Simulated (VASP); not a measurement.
# ScBPt3 (Pmmm) in VASP: single point with PBE

Aim: the single point of ScBPt3 with PBE.

Program: VASP 6.6.1. These are calculated values, not measurements. Logs are shortened: lines on timing, memory, paths and dates and some standing lists are left out, and cuts for length are marked.

## 1. The cell of the first run

The structure is orthorhombic, space group Pmmm (No. 47). Conventional cell: a = 4.191 Å, b = 4.255 Å, c = 4.318 Å, α = 90.00°, β = 90.00°, γ = 90.00°. Within 3.9 Å of Sc (site symmetry mmm) lie 12 Pt at 2.99 to 3.03 Å and 8 B at 3.68 Å. Within 2.8 Å of B (site symmetry mmm) lie 6 Pt at 2.10 to 2.16 Å. Pt (site symmetry mmm) has 2 B at 2.16 Å and 4 Sc at 2.99 Å and 8 Pt at 3.01 to 3.03 Å within 3.1 Å. Pt (site symmetry mmm) has 2 B at 2.13 Å within 2.8 Å. Within 2.8 Å of Pt (site symmetry mmm) lie 2 B at 2.10 Å.

## 2. Single point, PBE (strain +0.0150 x Voigt [1, -1, 0, 0, 0, 0])

Input file INCAR:

```
PREC = Accurate
ENCUT = 520
EDIFF = 1E-6
ISMEAR = 0
SIGMA = 0.15
LREAL = F
LASPH = T
NELM = 80
ALGO = Fast
ISIF = 2
LWAVE = F
LCHARG = F
GGA = PE
NBANDS = 30
```

Input file KPOINTS:

```
Automatic mesh
0
Gamma
  12 12 12
```

Input file POSCAR:

```
ScBPt3
1.0
    4.3183536375      0.0000000000      0.0000000000
    0.0000000000      4.1907175693      0.0000000000
    0.0000000000      0.0000000000      4.2545356034
Sc B Pt
1 1 3
Direct
    0.0000000000      0.0000000000      0.0000000000
    0.5000000000      0.5000000000      0.5000000000
    0.0000000000      0.5000000000      0.5000000000
    0.5000000000      0.5000000000      0.0000000000
    0.5000000000      0.0000000000      0.5000000000
```

Potentials or basis: VASP PAW PBE potentials, release 64 (Sc_sv, B, Pt).

On the command line:

```console
> cat potpaw_PBE.64/Sc_sv/POTCAR potpaw_PBE.64/B/POTCAR potpaw_PBE.64/Pt/POTCAR > POTCAR
> mpirun -np 1 vasp_std > vasp.out
```

OUTCAR:

```text
PREC = Accurate
   ENCUT = 520
   EDIFF = 1E-6
   ISMEAR = 0
   LREAL = F
   LASPH = T
   NELM = 80
   ISIF = 2
   GGA = PE

 ion  position               nearest neighbor table
   1  0.000  0.000  0.000-   3 2.99   3 2.99   3 2.99   3 2.99   4 3.01   4 3.01   4 3.01   4 3.01
                             5 3.03   5 3.03   5 3.03   5 3.03
   2  0.500  0.500  0.500-   5 2.10   5 2.10   4 2.13   4 2.13   3 2.16   3 2.16
   3  0.000  0.500  0.500-   2 2.16   2 2.16   1 2.99   1 2.99   1 2.99   1 2.99   5 3.01   5 3.01
                             5 3.01   5 3.01   4 3.03   4 3.03   4 3.03   4 3.03
   4  0.500  0.500  0.000-   2 2.13   2 2.13   5 2.99   5 2.99   5 2.99   5 2.99   1 3.01   1 3.01
                             1 3.01   1 3.01   3 3.03   3 3.03   3 3.03   3 3.03
   5  0.500  0.000  0.500-   2 2.10   2 2.10   4 2.99   4 2.99   4 2.99   4 2.99   3 3.01   3 3.01
                             3 3.01   3 3.01   1 3.03   1 3.03   1 3.03   1 3.03

  LATTYP: Found a simple orthorhombic cell.
 ALAT       =     4.1907175693
 B/A-ratio  =     1.0152284264
 C/A-ratio  =     1.0304568528

  Lattice vectors:

 A1 = (   0.0000000000,   4.1907175693,   0.0000000000)
 A2 = (   0.0000000000,   0.0000000000,   4.2545356034)
 A3 = (   4.3183536375,   0.0000000000,   0.0000000000)

Analysis of symmetry for initial positions (statically):
=====================================================================
 Subroutine PRICEL returns:
 Original cell was already a primitive cell.

 Routine SETGRP: Setting up the symmetry group for a
 simple orthorhombic supercell.

 Subroutine GETGRP returns: Found  8 space group operations
 (whereof  8 operations were pure point group operations)
 out of a pool of  8 trial point group operations.

The static configuration has the point symmetry D_2h.

Analysis of symmetry for dynamics (positions and initial velocities):
=====================================================================
 Subroutine PRICEL returns:
 Original cell was already a primitive cell.

 Routine SETGRP: Setting up the symmetry group for a
 simple orthorhombic supercell.

 Subroutine GETGRP returns: Found  8 space group operations
 (whereof  8 operations were pure point group operations)
 out of a pool of  8 trial point group operations.

The dynamic configuration has the point symmetry D_2h.

 Subroutine INISYM returns: Found  8 space group operations
 (whereof  8 operations are pure point group operations),
 and found     1 'primitive' translations

----------------------------------------------------------------------------------------

                                     Primitive cell

  volume of cell :      76.9943

  direct lattice vectors                    reciprocal lattice vectors
     4.318353637  0.000000000  0.000000000     0.231569733  0.000000000  0.000000000
     0.000000000  4.190717569  0.000000000     0.000000000  0.238622619  0.000000000
     0.000000000  0.000000000  4.254535603     0.000000000  0.000000000  0.235043279

  length of vectors
     4.318353637  4.190717569  4.254535603     0.231569733  0.238622619  0.235043279

  position of ions in fractional coordinates (direct lattice)
     0.000000000  0.000000000  0.000000000
     0.500000000  0.500000000  0.500000000
     0.000000000  0.500000000  0.500000000
     0.500000000  0.500000000  0.000000000
     0.500000000  0.000000000  0.500000000

  ion indices of the primitive-cell ions
   primitive index   ion index
                 1           1
                 2           2
                 3           3
                 4           4
                 5           5

----------------------------------------------------------------------------------------

 KPOINTS: Automatic mesh

Automatic generation of k-mesh.
 Grid dimensions read from file:
 generate k-points for:   12   12   12

 Generating k-lattice:

  Cartesian coordinates                     Fractional coordinates (reciprocal lattice)
     0.019297478  0.000000000  0.000000000     0.083333333  0.000000000  0.000000000
     0.000000000  0.019885218  0.000000000     0.000000000  0.083333333  0.000000000
     0.000000000  0.000000000  0.019586940     0.000000000  0.000000000  0.083333333

  Length of vectors
     0.019297478  0.019885218  0.019586940

  Shift w.r.t. Gamma in fractional coordinates (k-lattice)
     0.000000000  0.000000000  0.000000000

 Subroutine IBZKPT returns following result:
 ===========================================

 Found    343 irreducible k-points:

 Following reciprocal coordinates:
            Coordinates               Weight
  0.000000  0.000000  0.000000      1.000000
  0.083333  0.000000  0.000000      2.000000
  0.166667  0.000000  0.000000      2.000000
  0.250000  0.000000  0.000000      2.000000
  0.333333  0.000000  0.000000      2.000000
  0.416667  0.000000  0.000000      2.000000
[... 16 lines left out ...]
  0.083333  0.250000  0.000000      4.000000
  0.166667  0.250000  0.000000      4.000000
 [... further k-points ...]
   k-points           NKPTS =    343   k-points in BZ     NKDIM =    343   number of bands    NBANDS=     30
   number of dos      NEDOS =    301   number of ions     NIONS =      5
   total plane-waves  NPLWV =  32768
   dimension x,y,z NGX =    32 NGY =   32 NGZ =   32
   dimension x,y,z NGXF=    64 NGYF=   64 NGZF=   64
   ions per type =               1   1   3
   NGX,Y,Z   is equivalent  to a cutoff of  12.32, 12.69, 12.50 a.u.
   NGXF,Y,Z  is equivalent  to a cutoff of  24.64, 25.39, 25.01 a.u.
 SYSTEM =  unknown system
   PREC   = accura    normal or accurate (medium, high low for compatibility)
   ISTART =      0    job   : 0-new  1-cont  2-samecut
   ICHARG =      2    charge: 1-file 2-atom 10-const
   ISPIN  =      1    spin polarized calculation?
   LNONCOLLINEAR =      F non collinear calculations
   LSORBIT =      F    spin-orbit coupling
   LASPH  =      T    aspherical Exc in radial PAW
   ENCUT  =  520.0 eV  38.22 Ry    6.18 a.u.   8.03  7.79  7.91*2*pi/ulx,y,z
   NELM   =     80;   NELMIN=  2; NELMDL= -5     # of ELM steps
   EDIFF  = 0.1E-05   stopping-criterion for ELM
   LREAL  =      F    real-space projection
   EDIFFG = 0.1E-04   stopping-criterion for IOM
   NSW    =      0    number of steps for IOM
   IBRION =     -1    ionic relax: 0-MD 1-quasi-New 2-CG
   NFREE  =      0    steps in history (QN), initial steepest desc. (CG)
   ISIF   =      2    stress and relaxation
   ISYM   =      2    0-nonsym 1-usesym 2-fastsym
   POTIM  = 0.5000    time-step for ionic-motion
   TEBEG  =    0.0;   TEEND  =   0.0 temperature during run
   PSTRESS=    0.0 pullay stress
   NELECT =      44.0000    total number of electrons
   NUPDOWN=      -1.0000    fix difference up-down
   EMIN   =  10.00;   EMAX   =-10.00  energy-range for DOS
   EFERMI =   0.00;   METHOD = LEGACY
   ISMEAR =     0;   SIGMA  =   0.15  broadening in eV -4-tet -1-fermi 0-gaus
   EFERMI_NEDOS =   21; number of points for ismear=-14 and -15
   IALGO  =     68    algorithm
   IMIX   =      4    mixing-type and parameters
     AMIX     =   0.40;   BMIX     =  1.00
     AMIX_MAG =   1.60;   BMIX_MAG =  1.00
  volume/ion in A,a.u.               =      15.40       103.92
  Fermi-wavevector in a.u.,A,eV,Ry     =   1.358541  2.567271 25.111376  1.845634
  Thomas-Fermi vector in A             =   2.485366
   LORBIT       =      0    0 simple, 1 ext, 2 COOP (PROOUT), +10 PAW based schemes
   GGA     = PE    functional components
   LHFCALC =     F    Hartree Fock is set to
   AEXX    =    0.0000 exact exchange contribution
   IVDW    =     0    specifies the selected vdW correction
   LEPSILON=     F    determine dielectric tensor
   LRPA    =     F    only Hartree local field effects (RPA)
 non-spin polarized calculation
 RMM-DIIS sequential band-by-band and
 Gauss-broadening in eV      SIGMA  =   0.15
  energy-cutoff  :      520.00
  volume of cell :       76.99
 maximum number of plane-waves:      2092
   NGX = 17   NGY = 15   NGZ = 15

 number of electron      44.0000004 magnetization

 Free energy of the ion-electron system (eV)
  ---------------------------------------------------
  ext. energy  EPLUGINS =         0.00000000
  ---------------------------------------------------
  free energy    TOTEN  =       -34.43692658 eV

  energy without entropy =      -34.40144361  energy(sigma->0) =      -34.41918510

 E-fermi :   8.8181     XC(G=0): -12.1950

 val. band max:        8.8120454980   @ k =   0.4167   0.5000   0.3333
 cond. band min:       8.8199344842   @ k =   0.5000   0.4167   0.3333
 fundamental gap:      0.0078889862
 Fermi energy:         8.8181323613

 k-point     1 :       0.0000    0.0000    0.0000
  band No.  band energies     occupation
      1     -41.9576      2.00000
      2     -20.5332      2.00000
      3     -20.5291      2.00000
      4     -20.5238      2.00000
      5      -3.2597      2.00000
      6       1.7148      2.00000
[... 22 lines left out ...]
     29      13.6877      0.00000
     30      13.7967      0.00000

 k-point     2 :       0.0833    0.0000    0.0000
  band No.  band energies     occupation
      1     -41.9576      2.00000
      2     -20.5343      2.00000
      3     -20.5292      2.00000
      4     -20.5239      2.00000
      5      -3.2072      2.00000
      6       1.7661      2.00000
[... 22 lines left out ...]
     29      13.3597      0.00000
     30      13.9807      0.00000

 k-point     3 :       0.1667    0.0000    0.0000
  band No.  band energies     occupation
      1     -41.9574      2.00000
      2     -20.5372      2.00000
      3     -20.5295      2.00000
      4     -20.5243      2.00000
      5      -3.0549      2.00000
      6       1.9126      2.00000
[... 682 lines left out ...]
     29      13.0547      0.00000
     30      13.5209      0.00000

 k-point    24 :       0.1667    0.2500    0.0000
  band No.  band energies     occupation
      1     -41.9570      2.00000
      2     -20.5376      2.00000
      3     -20.5335      2.00000
      4     -20.5304      2.00000
      5      -2.5494      2.00000
      6       2.3673      2.00000
[... 22 lines left out ...]
     29      13.0338      0.00000
     30      14.1972      0.00000

 [... further k-points ...]

------------------------ aborting loop because EDIFF is reached ----------------------------------------

  FORCE on cell =-STRESS in cart. coord.  units (eV):
  Direction    XX          YY          ZZ          XY          YZ          ZX
  --------------------------------------------------------------------------------------
  -------------------------------------------------------------------------------------
  Total       -0.9778693      1.2323924     -0.0014872      0.0000000      0.0000000      0.0000000
  in kB      -20.3485099     25.6448895     -0.0309479      0.0000000      0.0000000      0.0000000
  external PRESSURE =       1.7551439 kB  Pullay stress =       0.0000000 kB

 VOLUME and BASIS-vectors are now :
 -----------------------------------------------------------------------------
  energy-cutoff  :      520.00
  volume of cell :       76.99
      direct lattice vectors                 reciprocal lattice vectors
     4.318353637  0.000000000  0.000000000     0.231569733  0.000000000  0.000000000
     0.000000000  4.190717569  0.000000000     0.000000000  0.238622619  0.000000000
     0.000000000  0.000000000  4.254535603     0.000000000  0.000000000  0.235043279

 POSITION                                       TOTAL-FORCE (eV/Angst)
 -----------------------------------------------------------------------------------
      0.00000      0.00000      0.00000         0.000000      0.000000      0.000000
      2.15918      2.09536      2.12727         0.000000      0.000000      0.000000
      0.00000      2.09536      2.12727         0.000000      0.000000      0.000000
      2.15918      2.09536      0.00000         0.000000      0.000000      0.000000
      2.15918      0.00000      2.12727         0.000000      0.000000      0.000000
 -----------------------------------------------------------------------------------
    total drift:                                0.000000     -0.000000     -0.000000

  FREE ENERGIE OF THE ION-ELECTRON SYSTEM (eV)
  ---------------------------------------------------
  free  energy   TOTEN  =       -34.4369265810 eV

  energy  without entropy=      -34.4014436138  energy(sigma->0) =      -34.41918510
```

Wall time 4.8 min (1 thread of Intel Xeon Platinum 8559C (Emerald Rapids), shared host); peak memory 0.76 GiB.

What came out:

```
Free energy            : -34.4369 eV
Pressure               : 0.2 GPa
Band gap on the k mesh : zero (bands 22 and 23 overlap by 1.28 eV)
```

Levels at points of the mesh, in eV from the Fermi level:
```
           k point  band 18  band 19  band 20  band 21  band 22  band 23  band 24  band 25  band 26  band 27
(0.00, 0.00, 0.00)    -2.29    -2.16    -1.09    -1.08    -1.05    -1.01     1.23     1.41     2.30     2.36
(0.50, 0.00, 0.00)    -2.67    -2.63    -2.26    -1.01     0.27     0.31     1.22     1.24     1.45     1.46
(0.00, 0.50, 0.00)    -2.72    -2.68    -2.25    -1.09     0.25     0.27     1.10     1.41     1.67     1.68
(0.50, 0.50, 0.00)    -2.81    -2.59    -2.27    -1.70    -0.31    -0.30     0.86     0.92     1.37     1.84
(0.00, 0.00, 0.50)    -2.71    -2.64    -2.26    -1.05     0.25     0.31     1.16     1.32     1.55     1.57
(0.50, 0.00, 0.50)    -2.88    -2.60    -2.29    -1.70    -0.39    -0.38     0.86     0.90     1.32     1.95
(0.00, 0.50, 0.50)    -2.76    -2.57    -2.24    -1.70    -0.23    -0.23     0.89     0.92     1.41     1.72
(0.50, 0.50, 0.50)    -1.28    -1.24    -1.18    -0.70    -0.68    -0.66     0.16     0.23     0.30     2.02
```

Caveat: the cell differs from its parent crystal (strain +0.0150 x Voigt [1, -1, 0, 0, 0, 0]); spin-orbit coupling is left out, which moves the levels of the heavy elements.
